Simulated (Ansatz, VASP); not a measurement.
**Be: VASP beside Ansatz**

Contents of INCAR:

```
ALGO     = Normal         # electronic algorithm
EDIFF    = 1E-7           # SCF threshold, eV
ENCUT    = 520            # plane-wave cutoff, eV
GGA      = PS             # functional
ISIF     = 2              # what is computed and relaxed
ISMEAR   = -1             # smearing method
LASPH    = True           # aspherical terms in the spheres
LCHARG   = False          # write CHGCAR
LREAL    = False          # projectors in reciprocal space
LWAVE    = False          # write WAVECAR
NBANDS   = 7              # bands
NELM     = 60             # most SCF steps
PREC     = Accurate       # precision mode
SIGMA    = 0.1            # smearing width, eV
```

File KPOINTS:

```
k-points
0
Gamma
  20 20 20
```

Contents of POSCAR:

```
Be
1.0
   -1.2468876499      1.2468876499      1.2468876499
    1.2468876499     -1.2468876499      1.2468876499
    1.2468876499      1.2468876499     -1.2468876499
Be
1
Direct
    0.0000000000      0.0000000000      0.0000000000
```

Input for Ansatz:

```yaml
crystal:
  lattice:
    - [-1.2468876499, 1.2468876499, 1.2468876499]
    - [1.2468876499, -1.2468876499, 1.2468876499]
    - [1.2468876499, 1.2468876499, -1.2468876499]
  atoms:
    - { symbol: Be, position: [0.0, 0.0, 0.0] }
hamiltonian:
  xc: pbesol
  pseudopotentials:
    kind: paw
    azcp:
      Be: "pseudopotentials/Be.paw.azcp"
basis:
  ecutwfc: 420
  fft_grid_basis: typed
kpoints:
  mp_grid: { grid: [20, 20, 20], shift: [0, 0, 0] }
magnetization:
  spin_polarized: false
scf:
  occupations: { method: fermi_dirac, width: 0.1 }
  lower_state_search: "off"
output:
  stress: true
  write_density: true
  write_potential: true
  elf: true
  volumetric_format: npy
```

Alike in both runs: task single point; functional PBEsol; k mesh 20 × 20 × 20; occupations fermi-dirac, width 0.1 eV; no spin polarisation.

```csv
,VASP,Ansatz
version,VASP 6.6.1,Ansatz 0.2.0
potentials or method,"VASP PAW PBE potentials, release 64 (Be), cutoff 520 eV","plane waves (420 eV) with PAW, scalar-relativistic"
valence electrons in the cell,2,2
```

|  | VASP | Ansatz | Ansatz less VASP |
| --- | --- | --- | --- |
| pressure (GPa) | 0.3 | -0.1 | -0.38 |

VASP's potentials were made for PBE, not for PBEsol, and Ansatz warns of the same on its side. The functional is the same, so the differences come from potentials, cutoffs and numerics.
